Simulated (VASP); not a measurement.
# SiW3 (I4/mmm) in VASP: further runs

SiW3 is run at these levels: PBE; tasks: single point, relaxation of cell and atoms.

Program: VASP 6.6.1. These are calculated values, not measurements. Logs are shortened: lines on timing, memory, paths and dates and some standing lists are left out, and cuts for length are marked.

## 1. The cell of the first run

The structure is tetragonal, space group I4/mmm (No. 139). Conventional cell: a = 3.897 Å, b = 3.897 Å, c = 8.092 Å, α = 90.00°, β = 90.00°, γ = 90.00°. Si (site symmetry 4/mmm) has 12 W at 2.76 to 2.81 Å within 3.6 Å. W (site symmetry 4/mmm) has 4 Si at 2.76 Å and 8 W at 2.81 Å within 3.6 Å. W (site symmetry -4m2) has 8 W at 2.76 to 2.81 Å and 4 Si at 2.81 Å within 3.6 Å.

## 2. Single point, PBE

The input, INCAR:

```
SYSTEM = SiW3
ALGO = Normal ; EDIFF = 1E-7
ENCUT = 520 ; GGA = PE
ISIF = 2 ; ISMEAR = 0
LASPH = .TRUE. ; LCHARG = .FALSE.
LREAL = .FALSE. ; LWAVE = .FALSE.
NBANDS = 31 ; NELM = 80
PREC = Accurate ; SIGMA = 0.1
```

The input, KPOINTS:

```
k-points
0
G
  6 6 6
  0 0 0
```

The input, POSCAR:

```
SiW3
1.0
   -1.9485610507      1.9485610507      4.0458872477
    1.9485610507     -1.9485610507      4.0458872477
    1.9485610507      1.9485610507     -4.0458872477
Si W
1 3
Direct
    0.0000000000      0.0000000000      0.0000000000
    0.5000000000      0.5000000000      0.0000000000
    0.2500000000      0.7500000000      0.5000000000
    0.7500000000      0.2500000000      0.5000000000
```

Potentials or basis: VASP PAW PBE potentials, release 64 (Si, W_sv).

The run is started by

```
$ cat potpaw_PBE.64/Si/POTCAR potpaw_PBE.64/W_sv/POTCAR > POTCAR
$ mpirun -np 1 vasp_std > vasp.out
```

OUTCAR:

```text
SYSTEM = SiW3
   EDIFF = 1E-7
   ENCUT = 520
   GGA = PE
   ISIF = 2
   ISMEAR = 0
   LASPH = .TRUE.
   LREAL = .FALSE.
   NELM = 80
   PREC = Accurate

 ion  position               nearest neighbor table
   1  0.000  0.000  0.000-   2 2.76   2 2.76   2 2.76   2 2.76   4 2.81   3 2.81   4 2.81   3 2.81
                             4 2.81   4 2.81   3 2.81   3 2.81
   2  0.500  0.500  0.000-   1 2.76   1 2.76   1 2.76   1 2.76   4 2.81   3 2.81   4 2.81   4 2.81
                             3 2.81   3 2.81   4 2.81   3 2.81
   3  0.250  0.750  0.500-   4 2.76   4 2.76   4 2.76   4 2.76   2 2.81   1 2.81   2 2.81   2 2.81
                             1 2.81   1 2.81   2 2.81   1 2.81
   4  0.750  0.250  0.500-   3 2.76   3 2.76   3 2.76   3 2.76   2 2.81   1 2.81   2 2.81   1 2.81
                             2 2.81   2 2.81   1 2.81   1 2.81

  LATTYP: Found a body centered tetragonal cell.
 ALAT       =     3.8971221014
 C/A-ratio  =     2.0763461562

  Lattice vectors:

 A1 = (  -1.9485610507,   1.9485610507,   4.0458872477)
 A2 = (   1.9485610507,  -1.9485610507,   4.0458872477)
 A3 = (   1.9485610507,   1.9485610507,  -4.0458872477)

Analysis of symmetry for initial positions (statically):
=====================================================================
 Subroutine PRICEL returns:
 Original cell was already a primitive cell.

 Routine SETGRP: Setting up the symmetry group for a
 body centered tetragonal supercell.

 Subroutine GETGRP returns: Found 16 space group operations
 (whereof 16 operations were pure point group operations)
 out of a pool of 16 trial point group operations.

The static configuration has the point symmetry D_4h.

Analysis of symmetry for dynamics (positions and initial velocities):
=====================================================================
 Subroutine PRICEL returns:
 Original cell was already a primitive cell.

 Routine SETGRP: Setting up the symmetry group for a
 body centered tetragonal supercell.

 Subroutine GETGRP returns: Found 16 space group operations
 (whereof 16 operations were pure point group operations)
 out of a pool of 16 trial point group operations.

The dynamic configuration has the point symmetry D_4h.

 Subroutine INISYM returns: Found 16 space group operations
 (whereof 16 operations are pure point group operations),
 and found     1 'primitive' translations

----------------------------------------------------------------------------------------

                                     Primitive cell

  volume of cell :      61.4472

  direct lattice vectors                    reciprocal lattice vectors
    -1.948561051  1.948561051  4.045887248     0.000000000  0.256599607  0.123582287
     1.948561051 -1.948561051  4.045887248     0.256599607  0.000000000  0.123582287
     1.948561051  1.948561051 -4.045887248     0.256599607  0.256599607  0.000000000

  length of vectors
     4.895200094  4.895200094  4.895200094     0.284808603  0.284808603  0.362886644

  position of ions in fractional coordinates (direct lattice)
     0.000000000  0.000000000  0.000000000
     0.500000000  0.500000000  0.000000000
     0.250000000  0.750000000  0.500000000
     0.750000000  0.250000000  0.500000000

  ion indices of the primitive-cell ions
   primitive index   ion index
                 1           1
                 2           2
                 3           3
                 4           4

----------------------------------------------------------------------------------------

 KPOINTS: k-points

Automatic generation of k-mesh.
 Grid dimensions read from file:
 generate k-points for:    6    6    6

 Generating k-lattice:

  Cartesian coordinates                     Fractional coordinates (reciprocal lattice)
     0.000000000  0.042766601  0.020597048     0.166666667  0.000000000 -0.000000000
     0.042766601  0.000000000  0.020597048     0.000000000  0.166666667 -0.000000000
     0.042766601  0.042766601  0.000000000     0.000000000  0.000000000  0.166666667

  Length of vectors
     0.047468100  0.047468100  0.060481107

  Shift w.r.t. Gamma in fractional coordinates (k-lattice)
     0.000000000  0.000000000  0.000000000

 Subroutine IBZKPT returns following result:
 ===========================================

 Found     30 irreducible k-points:

 Following reciprocal coordinates:
            Coordinates               Weight
  0.000000  0.000000  0.000000      1.000000
  0.166667  0.000000 -0.000000      8.000000
  0.333333  0.000000  0.000000      8.000000
  0.500000  0.000000 -0.000000      4.000000
  0.166667  0.166667 -0.000000      8.000000
  0.333333  0.166667 -0.000000     16.000000
[... 16 lines left out ...]
 -0.333333 -0.333333  0.166667      8.000000
 -0.166667 -0.333333  0.166667      8.000000
 [... further k-points ...]
   k-points           NKPTS =     30   k-points in BZ     NKDIM =     30   number of bands    NBANDS=     31
   number of dos      NEDOS =    301   number of ions     NIONS =      4
   total plane-waves  NPLWV =  46656
   dimension x,y,z NGX =    36 NGY =   36 NGZ =   36
   dimension x,y,z NGXF=    72 NGYF=   72 NGZF=   72
   ions per type =               1   3
   NGX,Y,Z   is equivalent  to a cutoff of  12.23, 12.23, 12.23 a.u.
   NGXF,Y,Z  is equivalent  to a cutoff of  24.45, 24.45, 24.45 a.u.
 SYSTEM =  SiW3
   PREC   = accura    normal or accurate (medium, high low for compatibility)
   ISTART =      0    job   : 0-new  1-cont  2-samecut
   ICHARG =      2    charge: 1-file 2-atom 10-const
   ISPIN  =      1    spin polarized calculation?
   LNONCOLLINEAR =      F non collinear calculations
   LSORBIT =      F    spin-orbit coupling
   LASPH  =      T    aspherical Exc in radial PAW
   ENCUT  =  520.0 eV  38.22 Ry    6.18 a.u.   9.10  9.10  9.10*2*pi/ulx,y,z
   NELM   =     80;   NELMIN=  2; NELMDL= -5     # of ELM steps
   EDIFF  = 0.1E-06   stopping-criterion for ELM
   LREAL  =      F    real-space projection
   EDIFFG = 0.1E-05   stopping-criterion for IOM
   NSW    =      0    number of steps for IOM
   IBRION =     -1    ionic relax: 0-MD 1-quasi-New 2-CG
   NFREE  =      0    steps in history (QN), initial steepest desc. (CG)
   ISIF   =      2    stress and relaxation
   ISYM   =      2    0-nonsym 1-usesym 2-fastsym
   POTIM  = 0.5000    time-step for ionic-motion
   TEBEG  =    0.0;   TEEND  =   0.0 temperature during run
   PSTRESS=    0.0 pullay stress
   NELECT =      46.0000    total number of electrons
   NUPDOWN=      -1.0000    fix difference up-down
   EMIN   =  10.00;   EMAX   =-10.00  energy-range for DOS
   EFERMI =   0.00;   METHOD = LEGACY
   ISMEAR =     0;   SIGMA  =   0.10  broadening in eV -4-tet -1-fermi 0-gaus
   EFERMI_NEDOS =   21; number of points for ismear=-14 and -15
   IALGO  =     38    algorithm
   IMIX   =      4    mixing-type and parameters
     AMIX     =   0.40;   BMIX     =  1.00
     AMIX_MAG =   1.60;   BMIX_MAG =  1.00
  volume/ion in A,a.u.               =      15.36       103.67
  Fermi-wavevector in a.u.,A,eV,Ry     =   1.486484  2.809047 30.063896  2.209634
  Thomas-Fermi vector in A             =   2.599764
   LORBIT       =      0    0 simple, 1 ext, 2 COOP (PROOUT), +10 PAW based schemes
   GGA     = PE    functional components
   LHFCALC =     F    Hartree Fock is set to
   AEXX    =    0.0000 exact exchange contribution
   IVDW    =     0    specifies the selected vdW correction
   LEPSILON=     F    determine dielectric tensor
   LRPA    =     F    only Hartree local field effects (RPA)
 non-spin polarized calculation
 Gauss-broadening in eV      SIGMA  =   0.10
  energy-cutoff  :      520.00
  volume of cell :       61.45
 maximum number of plane-waves:      1672
   NGX = 19   NGY = 19   NGZ = 19

 number of electron      46.0000006 magnetization

 Free energy of the ion-electron system (eV)
  ---------------------------------------------------
  ext. energy  EPLUGINS =         0.00000000
  ---------------------------------------------------
  free energy    TOTEN  =       -43.43220115 eV

  energy without entropy =      -43.42543436  energy(sigma->0) =      -43.42881776

 E-fermi :  11.2937     XC(G=0): -13.1082

 val. band max:       11.2305446860   @ k =   0.5000   0.3333  -0.0000
 cond. band min:      11.3206344297   @ k =   0.3333   0.3333   0.0000
 fundamental gap:      0.0900897437
 Fermi energy:        11.2937445589

 k-point     1 :       0.0000    0.0000    0.0000
  band No.  band energies     occupation
      1     -62.7846      2.00000
      2     -62.6498      2.00000
      3     -62.6048      2.00000
      4     -27.4239      2.00000
      5     -27.3221      2.00000
      6     -27.3221      2.00000
[... 23 lines left out ...]
     30      15.4187      0.00000
     31      15.4187      0.00000

 k-point     2 :       0.1667    0.0000   -0.0000
  band No.  band energies     occupation
      1     -62.7741      2.00000
      2     -62.6572      2.00000
      3     -62.6079      2.00000
      4     -27.4226      2.00000
      5     -27.2868      2.00000
      6     -27.2626      2.00000
[... 23 lines left out ...]
     30      15.9732      0.00000
     31      16.5384      0.00000

 k-point     3 :       0.3333    0.0000    0.0000
  band No.  band energies     occupation
      1     -62.7463      2.00000
      2     -62.6781      2.00000
      3     -62.6145      2.00000
      4     -27.3591      2.00000
      5     -27.2259      2.00000
      6     -27.1994      2.00000
[... 23 lines left out ...]
     30      15.0437      0.00000
     31      16.0845      0.00000

 k-point     4 :       0.5000    0.0000   -0.0000
  band No.  band energies     occupation
      1     -62.7159      2.00000
      2     -62.7050      2.00000
      3     -62.6180      2.00000
      4     -27.3212      2.00000
      5     -27.1691      2.00000
      6     -27.1388      2.00000
[... 635 lines left out ...]
     30      15.1310      0.00000
     31      15.3783      0.00000

 k-point    23 :      -0.3333   -0.3333    0.1667
  band No.  band energies     occupation
      1     -62.7522      2.00000
      2     -62.6637      2.00000
      3     -62.6234      2.00000
      4     -27.4398      2.00000
      5     -27.2553      2.00000
      6     -27.2490      2.00000
[... 23 lines left out ...]
     30      15.8219      0.00000
     31      15.9683      0.00000

 k-point    24 :      -0.1667   -0.3333    0.1667
  band No.  band energies     occupation
      1     -62.7650      2.00000
      2     -62.6575      2.00000
      3     -62.6169      2.00000
      4     -27.3624      2.00000
      5     -27.3485      2.00000
      6     -27.2993      2.00000
[... 23 lines left out ...]
     30      15.9028      0.00000
     31      16.0514      0.00000

 [... further k-points ...]

------------------------ aborting loop because EDIFF is reached ----------------------------------------

  FORCE on cell =-STRESS in cart. coord.  units (eV):
  Direction    XX          YY          ZZ          XY          YZ          ZX
  --------------------------------------------------------------------------------------
  -------------------------------------------------------------------------------------
  Total        0.1576985      0.1576985      0.0856110      0.0000000      0.0000000     -0.0000000
  in kB        4.1118407      4.1118407      2.2322273      0.0000000      0.0000000     -0.0000000
  external PRESSURE =       3.4853029 kB  Pullay stress =       0.0000000 kB

 VOLUME and BASIS-vectors are now :
 -----------------------------------------------------------------------------
  energy-cutoff  :      520.00
  volume of cell :       61.45
      direct lattice vectors                 reciprocal lattice vectors
    -1.948561051  1.948561051  4.045887248     0.000000000  0.256599607  0.123582287
     1.948561051 -1.948561051  4.045887248     0.256599607  0.000000000  0.123582287
     1.948561051  1.948561051 -4.045887248     0.256599607  0.256599607  0.000000000

 POSITION                                       TOTAL-FORCE (eV/Angst)
 -----------------------------------------------------------------------------------
      0.00000      0.00000      0.00000         0.000000     -0.000000     -0.000000
      0.00000      0.00000      4.04589         0.000000     -0.000000     -0.000000
      1.94856      0.00000      2.02294         0.000000      0.000000      0.000000
      0.00000      1.94856      2.02294        -0.000000     -0.000000     -0.000000
 -----------------------------------------------------------------------------------
    total drift:                               -0.000000      0.000000     -0.000000

  FREE ENERGIE OF THE ION-ELECTRON SYSTEM (eV)
  ---------------------------------------------------
  free  energy   TOTEN  =       -43.4322011549 eV

  energy  without entropy=      -43.4254343565  energy(sigma->0) =      -43.42881776
```

Run time: 1.7 min. Hardware: 1 thread of Intel Xeon Platinum 8175M at 2.50GHz (Skylake/Cascade Lake), shared host; peak memory 0.22 GiB.

What came out:

```yaml
Free_energy: -43.4322 eV
Pressure: 0.3 GPa
Band_gap_on_the_k_mesh: zero (bands 23 and 24 overlap by 0.84 eV)
```

Stress tensor (GPa, compression positive):
```
0.41 0.00 0.00
0.00 0.41 0.00
0.00 0.00 0.22
```

Levels at points of the mesh, in eV from the Fermi level:
| k point | band 19 | band 20 | band 21 | band 22 | band 23 | band 24 | band 25 | band 26 | band 27 | band 28 |
| --- | --- | --- | --- | --- | --- | --- | --- | --- | --- | --- |
| (0.00, 0.00, 0.00) | -2.66 | -1.67 | -1.67 | -0.54 | 0.12 | 0.38 | 0.97 | 1.91 | 1.91 | 3.47 |
| (0.50, 0.00, 0.00) | -2.87 | -1.63 | -1.39 | -1.21 | -1.05 | 0.18 | 0.41 | 0.90 | 0.96 | 2.48 |
| (0.50, 0.50, 0.00) | -2.89 | -1.81 | -1.34 | -0.82 | -0.43 | -0.43 | 0.60 | 1.00 | 1.52 | 2.23 |
| (0.50, 0.50, 0.50) | -3.72 | -1.51 | -1.41 | -1.41 | -0.92 | 0.87 | 1.78 | 1.78 | 3.71 | 3.71 |

Caveat: spin-orbit coupling is left out, which moves the levels of the heavy elements.

## 3. Relaxation of cell and atoms, PBE

This run uses another cell than the first one, of 15.80 Å³/atom.

The input, INCAR:

```
SYSTEM = SiW3
PREC = Accurate ; ENCUT = 600
EDIFF = 1E-7 ; ISMEAR = 0
SIGMA = 0.1 ; LREAL = .False.
LASPH = .True. ; NELM = 80
ALGO = Normal ; ISIF = 3
LWAVE = .False. ; LCHARG = .False.
GGA = PE ; IBRION = 2
NSW = 90 ; EDIFFG = -0.04
```

The input, KPOINTS:

```
Automatic mesh
0
Gamma
  6 6 6
  0 0 0
```

The input, POSCAR:

```
SiW3
1.0
   -1.9195738389      1.9195738389      4.2878792247
    1.9195738389     -1.9195738389      4.2878792247
    1.9195738389      1.9195738389     -4.2878792247
Si W
1 3
Direct
    0.0000000000      0.0000000000      0.0000000000
    0.5000000000      0.5000000000      0.0000000000
    0.2500000000      0.7500000000      0.5000000000
    0.7500000000      0.2500000000      0.5000000000
```

Potentials or basis: VASP PAW PBE potentials, release 64 (Si, W_sv).

The run is started by

```
$ cat potpaw_PBE.64/Si/POTCAR potpaw_PBE.64/W_sv/POTCAR > POTCAR
$ mpirun -np 1 vasp_std > vasp.out
```

Run time: 20 min. Hardware: 1 thread of Intel Xeon Platinum 8175M at 2.50GHz (Skylake/Cascade Lake), shared host; peak memory 0.31 GiB.

It converged, with:

* Free energy: -43.4328 eV
* Relaxed volume: 15.39 Å³/atom
* Relaxed cell: a = 4.886 Å, b = 4.886 Å, c = 4.886 Å, α = 132.84°, β = 132.84°, γ = 68.91°
* Space group after relaxing (to 0.1 Å): I4/mmm (No. 139)
* Energy gained by relaxing: 17.8 meV/atom
* Ionic steps: 12
* Pressure after relaxing: 0.0 GPa
* Band gap on the k mesh: zero (bands 23 and 24 overlap by 0.88 eV)

Stress tensor (GPa, compression positive):
```
-0.17  0.00  0.00
 0.00 -0.17  0.00
 0.00  0.00  0.36
```

The path:
```csv
step,energy change (eV),largest force (eV/Å),pressure (GPa),volume (Å³)
1,0.0000,0.0000,-7.05,63.20
2,0.2557,0.0000,23.12,57.05
3,-0.0401,0.0000,-0.17,61.48
4,-0.0401,0.0000,0.03,61.44
5,-0.0401,0.0000,0.18,61.40
6,-0.0417,0.0000,0.21,61.40
7,-0.0487,0.0000,0.32,61.40
8,-0.0655,0.0000,0.64,61.36
9,-0.0532,0.0000,1.85,61.18
10,-0.0702,0.0000,0.91,61.32
11,-0.0707,0.0000,1.08,61.30
12,-0.0712,0.0000,0.00,61.55
```

Final structure:
```xyz
4
Lattice="-1.9544 1.9544 4.0286 1.9544 -1.9544 4.0286 1.9544 1.9544 -4.0286" Properties=species:S:1:pos:R:3 pbc="T T T"
Si    0.0000    0.0000    0.0000
W     0.0000    0.0000    4.0286
W     1.9544    0.0000    2.0143
W     0.0000    1.9544    2.0143
```

Levels at points of the mesh, in eV from the Fermi level:
| k point | band 19 | band 20 | band 21 | band 22 | band 23 | band 24 | band 25 | band 26 | band 27 |
| --- | --- | --- | --- | --- | --- | --- | --- | --- | --- |
| (0.00, 0.00, 0.00) | -2.62 | -1.67 | -1.67 | -0.45 | 0.14 | 0.43 | 1.01 | 1.90 | 1.90 |
| (0.50, 0.00, 0.00) | -2.83 | -1.61 | -1.40 | -1.21 | -1.04 | 0.17 | 0.44 | 0.95 | 0.98 |
| (0.50, 0.50, 0.00) | -2.85 | -1.80 | -1.27 | -0.80 | -0.47 | -0.43 | 0.59 | 1.02 | 1.55 |
| (0.50, 0.50, 0.50) | -3.68 | -1.44 | -1.44 | -1.42 | -0.91 | 0.91 | 1.76 | 1.76 | 3.72 |

Caveat: spin-orbit coupling is left out, which moves the levels of the heavy elements.

## 4. Single point, PBE

The input, INCAR:

```
SYSTEM = SiW3
PREC = Accurate
ENCUT = 520
EDIFF = 1E-6
ISMEAR = 0
SIGMA = 0.1
LREAL = .FALSE.
LASPH = .TRUE.
NELM = 80
ALGO = Fast
ISIF = 2
LWAVE = .FALSE.
LCHARG = .FALSE.
GGA = PE
NBANDS = 31
```

The input, KPOINTS:

```
Automatic mesh
0
G
  16 16 16
  0 0 0
```

The input, POSCAR:

```
SiW3
1.0
   -1.9349090040      1.9349090040      4.1038346127
    1.9349090040     -1.9349090040      4.1038346127
    1.9349090040      1.9349090040     -4.1038346127
Si W
1 3
Direct
    0.0000000000      0.0000000000      0.0000000000
    0.5000000000      0.5000000000      0.0000000000
    0.2500000000      0.7500000000      0.5000000000
    0.7500000000      0.2500000000      0.5000000000
```

The run is started by

```
$ cat potpaw_PBE.64/Si/POTCAR potpaw_PBE.64/W_sv/POTCAR > POTCAR
$ mpirun -np 1 vasp_std > vasp.out
```

Wall time 18 min (1 thread of Intel Xeon Platinum 8175M at 2.50GHz (Skylake/Cascade Lake), shared host); peak memory 0.64 GiB.

The run converged. Its results:

```yaml
Free_energy: -43.4039 eV
Pressure: 0.4 GPa
Band_gap_on_the_k_mesh: zero (bands 23 and 24 overlap by 1.01 eV)
```

Stress tensor (GPa, compression positive):
```
0.42 0.00 0.00
0.00 0.42 0.00
0.00 0.00 0.33
```

Levels at points of the mesh, in eV from the Fermi level:
```
           k point  band 19  band 20  band 21  band 22  band 23  band 24  band 25  band 26  band 27  band 28
(0.00, 0.00, 0.00)    -2.68    -1.61    -1.61    -0.77     0.08     0.28     0.91     1.97     1.97     3.50
(0.50, 0.00, 0.00)    -2.84    -1.64    -1.30    -1.17    -1.03     0.25     0.38     0.81     0.96     2.35
(0.50, 0.50, 0.00)    -2.92    -1.80    -1.49    -0.83    -0.36    -0.26     0.64     0.97     1.46     2.33
(0.50, 0.50, 0.50)    -3.78    -1.70    -1.29    -1.29    -0.89     0.81     1.88     1.88     3.68     3.68
```

Caveat: spin-orbit coupling is left out, which moves the levels of the heavy elements.

## 5. Overview

| task | cell | k mesh | cutoff (eV) | gap on the mesh (eV) | pressure (GPa) |
| --- | --- | --- | --- | --- | --- |
| single point | a = 4.895 Å, angles 133.1, 133.1, 68.5°, 4 atoms | 6 × 6 × 6 | 520 | none | 0.3 |
| relaxation of cell and atoms | relaxed from a = 5.075 Å, angles 135.6, 135.6, 64.7°, 4 atoms | 6 × 6 × 6 | 600 | none | 0.0 |
| single point | a = 4.932 Å, angles 133.8, 133.8, 67.4°, 4 atoms | 16 × 16 × 16 | 520 | none | 0.4 |

Alike in all rows: level PBE; potentials or basis VASP PAW PBE potentials, release 64 (Si, W_sv); no spin polarisation; smearing gaussian 0.1 eV.

Caveats: spin-orbit coupling is left out, which moves the levels of the heavy elements.

Total energies depend on the potentials used, so only differences within one code and one set of settings carry meaning.
